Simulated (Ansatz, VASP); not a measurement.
## Au in VASP and in Ansatz

```
Au
1.0
     2.53286    0.00000    0.00000
    -1.26643    2.19352    0.00000
     0.00000    0.00000    4.18188
Au
2
Direct
  0.33333 0.66667 0.25000
  0.66667 0.33333 0.75000
```

Change from the starting cell: volume scaled by 0.7, LAPW.

Alike in both runs: task single point; functional LDA; k mesh 15 × 15 × 8; occupations fermi-dirac, width 0.08 eV; no spin polarisation.

|  | VASP | Ansatz |
| --- | --- | --- |
| version | VASP 6.6.1 | Ansatz 0.2.0 |
| potentials or method | VASP PAW LDA potentials, release 64 (Au), cutoff 500 eV | all-electron LAPW, scalar-relativistic |

Ansatz gave:

* pressure (GPa): 184.0
* traceless stress, the component that is largest in VASP (GPa): -0.04

What did VASP give for the same quantities?

Pressure (GPa): 187.3; traceless stress, the component that is largest in VASP (GPa): -0.09.

LDA's correlation is that of Perdew and Zunger in VASP and of Perdew and Wang (1992) in Ansatz. Both programs put the cell under a high pressure, so it lies far from rest at this level. Ansatz ran all-electron here, and VASP with PAW potentials.

Neither program's run includes spin-orbit coupling. Noted on VASP's run: the cell as given lies far from equilibrium.
